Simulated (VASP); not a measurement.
Y:

```
Y
1.0
     5.71390    0.00000    0.00000
    -2.85695    4.94838    0.00000
     0.00000    0.00000    3.50262
Y
3
Direct
  0.00000 0.00000 0.00000
  0.33333 0.66667 0.50000
  0.66667 0.33333 0.50000
```

This isn't the form of Y at room conditions, which is hcp.

| Property | Result |
| --- | --- |
| Program | VASP 6.6.1 |
| Task | relaxation of cell and atoms |
| Functional | PBE |
| Potentials or basis | VASP PAW PBE potentials, release 64 (Y_sv) |
| Cutoff | 500 eV |
| k mesh | 7 × 7 × 9 |
| Occupations | fermi-dirac, width 0.1 eV |
| Spin | no spin polarisation |

At the start: pressure -0.7 GPa; volume 33.01 Å³/atom.

**Question.** How do energy, volume and symmetry change on relaxing?

**Answer.** Over 5 steps the energy falls by 2.5 meV/atom and the volume is 32.47 Å³/atom (-1.6 %); space group P6/mmm (No. 191, to 0.1 Å) before and after.

The path:
```csv
step,energy change (eV),largest force (eV/Å),pressure (GPa),volume (Å³)
1,0.0000,0.0000,-0.67,99.03
2,-0.0068,0.0000,0.12,97.08
3,-0.0069,0.0000,0.15,97.01
4,-0.0075,0.0000,0.05,97.27
5,-0.0076,0.0000,0.00,97.40
```

Final structure:
```
Y
1.0
     5.64754    0.00000    0.00000
    -2.82377    4.89092    0.00000
     0.00000    0.00000    3.52631
Y
3
Direct
  0.00000 0.00000 0.00000
  0.33333 0.66667 0.50000
  0.66667 0.33333 0.50000
```
